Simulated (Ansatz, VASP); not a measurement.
Two plane-wave programs on NbTeS4

File INCAR:

```
SYSTEM = NbTeS4
  ALGO = Normal
  EDIFF = 1E-6
  ENCUT = 520
  GGA = PE
  ISIF = 2
  ISMEAR = 0
  LASPH = .TRUE.
  LCHARG = .TRUE.
  LELF = .TRUE.
  LREAL = .FALSE.
  LVHAR = .TRUE.
  LWAVE = .FALSE.
  NBANDS = 30
  NELM = 100
  PREC = Accurate
  SIGMA = 0.1
```

KPOINTS

```
k-points
0
G
  4 4 4
  0 0 0
```

The input POSCAR:

```
NbTeS4
1.0
    4.1114641900     -4.1255489300      0.0000000000
    4.1114641900      4.1255489300      0.0000000000
    0.0000000000      0.0000000000      3.8063479900
Nb Te S
1 1 4
Direct
    0.5000000000      0.5000000000      0.5000000000
    0.0000000000      0.0000000000      0.0000000000
    0.2033679900      0.2033679900      0.5000000000
    0.7966320100      0.7966320100      0.5000000000
    0.6859680000      0.3140320000      0.0000000000
    0.3140320000      0.6859680000      0.0000000000
```

Input for Ansatz:

```yaml
crystal:
  lattice:
    - [4.11146419, -4.12554893, 0.0]
    - [4.11146419, 4.12554893, 0.0]
    - [0.0, 0.0, 3.80634799]
  atoms:
    - { symbol: Nb, position: [0.5, 0.5, 0.5] }
    - { symbol: Te, position: [0.0, 0.0, 0.0] }
    - { symbol: S, position: [0.20336799, 0.20336799, 0.5] }
    - { symbol: S, position: [0.79663201, 0.79663201, 0.5] }
    - { symbol: S, position: [0.685968, 0.314032, 0.0] }
    - { symbol: S, position: [0.314032, 0.685968, 0.0] }
basis:
  ecutwfc: 420
kpoints:
  mp_grid: { grid: [4, 4, 4] }
hamiltonian:
  xc: pbe
scf:
  occupations: { method: gaussian, width: 0.1 }
  lower_state_search: "off"
output:
  forces: true
  stress: true
  eigenvalues: true
```

Change from the starting cell: species swapped into the TiSnO4 type (Cmmm, No. 65).

Alike in both runs: task single point; functional PBE; k mesh 4 × 4 × 4; occupations gaussian, width 0.1 eV; no spin polarisation.

|  | VASP | Ansatz |
| --- | --- | --- |
| version | VASP 6.6.1 | Ansatz 0.2.0 |
| potentials or method | VASP PAW PBE potentials, release 64 (Nb_sv, Te, S), cutoff 520 eV | scalar-relativistic, plane waves, PAW |
| valence electrons in the cell | 43 | 53 |

```csv
,VASP,Ansatz,Ansatz less VASP
gap on the k mesh at the Fermi level (eV),none,none,-
pressure (GPa),7.3,7.5,+0.21
"traceless stress, the component that is largest in VASP (GPa)",-0.25,-0.26,-0.014
rms of the force components (eV/Å),0.375,0.374,-0.0015
```

Atom by atom the forces differ by 0.004 eV/Å (rms over components). A gap of «none» marks a metal or a gap that the smearing closes. VASP's potentials hold 43 valence electrons a cell and Ansatz's 53, so a difference there can come from the potentials and not from the codes.

The k mesh is coarse, so the values compare programs but aren't converged. Spin-orbit coupling is off throughout.
